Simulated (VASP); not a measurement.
Write the native input for VASP 6.6.1 that does the following.

```yaml
Task: single point
Functional: PBE
Potentials_or_basis: VASP PAW PBE potentials, release 64 (Ta_pv, N)
Cutoff: 520 eV
k_mesh: 12 × 12 × 10
Occupations: fermi-dirac, width 0.02 eV
Spin: no spin polarisation
Dipole_correction: no
Further_INCAR_settings: ALGO = Normal; EDIFF = 1e-06; NBANDS = 15
```

The structure of TaN lies in POSCAR:

```
TaN
1.0
    2.9379988584      0.0000000000      0.0000000000
   -1.4689994292      2.5443816477      0.0000000000
    0.0000000000      0.0000000000      2.8830000000
Ta N
1 1
Direct
    0.3333333333      0.6666666667      0.5000000000
    0.0000000000      0.0000000000      0.0000000000
```

One way to write it, as run:

INCAR

```
SYSTEM = TaN
ALGO = Normal
EDIFF = 1E-6
ENCUT = 520
GGA = PE
ISIF = 2
ISMEAR = -1
LASPH = .TRUE.
LCHARG = .TRUE.
LELF = .TRUE.
LREAL = .FALSE.
LVHAR = .TRUE.
LWAVE = .FALSE.
NBANDS = 15
NELM = 80
PREC = Accurate
SIGMA = 0.02
```

KPOINTS

```
k-points
0
G
  12 12 10
  0 0 0
```

Potentials or basis: VASP PAW PBE potentials, release 64 (Ta_pv, N).

Command:

```console
$ cat potpaw_PBE.64/Ta_pv/POTCAR potpaw_PBE.64/N/POTCAR > POTCAR
$ mpirun -np 1 vasp_std > vasp.out
```

It gave:

The pressure is 5.4 GPa and the band gap on the k mesh is zero (band 8 reaches 8.67 eV, above the bottom of band 9 at 8.17 eV).

Caveat: spin-orbit coupling is left out, which moves the levels of the heavy elements.

Wall time 19 s on 1 thread of Intel(R) Xeon(R) Platinum 8259CL CPU @ 2.50GHz (Skylake/Cascade Lake), with other jobs on the host, peak memory 0.17 GiB.
